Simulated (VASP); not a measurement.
Here is a VASP 6.6.1 calculation.

The input INCAR:

```
  PREC = Accurate
  ENCUT = 520
  EDIFF = 1E-6
  ISMEAR = 0
  SIGMA = 0.05
  LREAL = F
  LASPH = T
  NELM = 100
  ALGO = Normal
  ISIF = 2
  LWAVE = F
  LCHARG = T
  GGA = CA
  LELF = T
  LVHAR = T
  NBANDS = 35
```

Contents of KPOINTS:

```
regular mesh
0
Gamma
  6 6 8
```

File POSCAR:

```
SnO2
1.0
    4.8299657324      0.0000000000      0.0000000000
    0.0000000000      4.8305590713      0.0000000000
    0.0000000000      0.0000000000      3.2631512253
Sn O
2 4
Direct
    0.5000000000      0.5000000000      0.5000000000
    0.0000000000      0.0000000000      0.0000000000
    0.3059833077      0.3450716815      0.0000000000
    0.8059833077      0.1549283185      0.5000000000
    0.1940166923      0.8450716815      0.5000000000
    0.6940166923      0.6549283185      0.0000000000
```

Potentials or basis: VASP PAW LDA potentials, release 64 (Sn_d, O).

The run is started by

```console
$ cat potpaw_LDA.64/Sn_d/POTCAR potpaw_LDA.64/O/POTCAR > POTCAR
$ mpirun -np 1 vasp_std > vasp.out
```

(1) What does it give for the largest force?

(2) Estimate the pressure.

(3) What does it give for the band gap on the k mesh?

Results:

(1) 2.504 eV/Å.

(2) -5.1 GPa.

(3) 0.86 eV, direct.

Caveat: spin-orbit coupling is left out, which moves the levels of the heavy elements; forces of over 1 eV/Å act on the atoms, so gaps and moduli don't describe the material at rest.
